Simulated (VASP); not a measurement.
Set up this calculation in VASP 6.6.1, as the native input.

```yaml
Task: single point
Functional: PBE
Potentials_or_basis: VASP PAW PBE potentials, release 64 (Ru_pv)
Cutoff: 520 eV
k_mesh: 3 × 3 × 2
Occupations: tetrahedron
Spin: no spin polarisation
Dipole_correction: no
Further_INCAR_settings: ALGO = Normal; EDIFF = 1e-06; NBANDS = 21
```

The structure of Ru lies in POSCAR:

```
Ru
1.0
    2.7078263433      0.0000000000      0.0000000000
   -1.3539131716      2.3450464023      0.0000000000
    0.0000000000      0.0000000000      4.2681017800
Ru
2
Direct
    0.3333333333      0.6666666667      0.2500000000
    0.7093097461      0.4186194922      0.7500000000
```

The input as run:

INCAR

```
  PREC = Accurate
  ENCUT = 520
  EDIFF = 1E-6
  ISMEAR = -5
  SIGMA = 0.1
  LREAL = False
  LASPH = True
  NELM = 80
  ALGO = Normal
  ISIF = 2
  LWAVE = False
  LCHARG = False
  GGA = PE
  NBANDS = 21
```

KPOINTS

```
regular mesh
0
Gamma
  3 3 2
```

Potentials or basis: VASP PAW PBE potentials, release 64 (Ru_pv).

The run is started by

```sh
$ cat potpaw_PBE.64/Ru_pv/POTCAR > POTCAR
$ mpirun -np 1 vasp_std > vasp.out
```

Results of the run:

```json
{
  "Pressure": "15.3 GPa",
  "Largest force": "2.087 eV/Å",
  "Band gap on the k mesh": "zero (band 14 reaches 13.69 eV, above the bottom of band 15 at 12.16 eV)"
}
```

Caveat: the k points lie up to 0.89 Å⁻¹ apart; forces of over 1 eV/Å act on the atoms, so gaps and moduli don't describe the material at rest; tetrahedron occupations give inexact forces and stress in metals.

It took 3.3 s on 1 thread of Intel Xeon 6975P-C, with other jobs on the host, peak memory 0.13 GiB.
